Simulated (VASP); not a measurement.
Set up this calculation in VASP 6.6.1, as the native input.

```
Task                   : relaxation of cell and atoms
Functional             : PBE
Dispersion             : D3(BJ)
Potentials or basis    : VASP PAW PBE potentials, release 64 (Br)
Cutoff                 : 600 eV
k mesh                 : 8 × 8 × 4
Occupations            : gaussian, width 0.02 eV
Spin                   : no spin polarisation
Dipole correction      : no
Further INCAR settings : ALGO = Normal; EDIFF = 1e-07; IBRION = 2; EDIFFG = -0.01; NSW = 80; ISIF = 3
```

The structure of Br lies in POSCAR:

```
Br
1.0
    3.3270855171     -2.0308343777      0.0000000000
    3.3270855171      2.0308343777      0.0000000000
    0.0000000000      0.0000000000      8.7478945108
Br
4
Direct
    0.8289227812      0.1710772188      0.1224043963
    0.6710772188      0.3289227812      0.6224043963
    0.1710772188      0.8289227812      0.8775956037
    0.3289227812      0.6710772188      0.3775956037
```

The input as run:

INCAR

```
PREC = Accurate
ENCUT = 600
EDIFF = 1E-7
ISMEAR = 0
SIGMA = 0.02
LREAL = F
LASPH = T
NELM = 100
ALGO = Normal
ISIF = 3
LWAVE = F
LCHARG = F
GGA = PE
IVDW = 12
IBRION = 2
NSW = 80
EDIFFG = -0.01
```

KPOINTS

```
regular mesh
0
Gamma
  8 8 4
```

Potentials or basis: VASP PAW PBE potentials, release 64 (Br).

Launch:

```bash
$ cat potpaw_PBE.64/Br/POTCAR > POTCAR
$ mpirun -np 1 vasp_std > vasp.out
```

Results of the run:

| Quantity | Value |
| --- | --- |
| Relaxed volume | 31.09 Å³/atom |
| Relaxed cell | a = 4.062 Å, b = 4.062 Å, c = 8.577 Å, α = 90.00°, β = 90.00°, γ = 61.52° |
| Space group after relaxing (to 0.1 Å) | Cmce (No. 64) |
| Energy gained by relaxing | 42.0 meV/atom |
| Ionic steps | 18 |
| Pressure after relaxing | 0.0 GPa |
| Largest force after relaxing | 0.006 eV/Å |
| Band gap on the k mesh | 1.33 eV (least direct gap 1.37 eV) |
| Dispersion energy per atom | -0.232 eV |

Wall time 25 min on 1 thread of Intel Xeon 8259CL, on a shared host, peak memory 0.32 GiB.
